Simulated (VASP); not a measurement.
A run of VASP 6.6.1 is set up as follows.

INCAR

```
ALGO = Normal ; DIPOL = 0.5 0.5 0.500
EDIFF = 1E-7 ; ENCUT = 520
GGA = CA ; IDIPOL = 3
ISIF = 2 ; ISMEAR = -1
LASPH = True ; LCHARG = False
LDIPOL = True ; LREAL = False
LWAVE = False ; NBANDS = 11
NELM = 100 ; PREC = Accurate
SIGMA = 0.02
```

Contents of KPOINTS:

```
k-points
0
Gamma
  14 14 1
```

POSCAR

```
C
1.0
    2.4973051747      0.0000000000      0.0000000000
   -1.2486525873      2.1627297223      0.0000000000
    0.0000000000      0.0000000000     16.5098000000
C
2
Direct
    0.8333333330      0.1666666670      0.4845618878
    0.1666666670      0.8333333330      0.5154381122
```

Potentials or basis: VASP PAW LDA potentials, release 64 (C).

Launch:

```bash
$ cat potpaw_LDA.64/C/POTCAR > POTCAR
$ mpirun -np 1 vasp_std > vasp.out
```

**Question.** Predict the band gap on the k mesh.

**Answer.** 0.85 eV, direct.

**Question.** Predict the largest force.

**Answer.** 8.983 eV/Å.

Forces in eV/Å, atoms in the order of the input:
```
C    0.000  0.000  8.983
C    0.000  0.000 -8.983
```
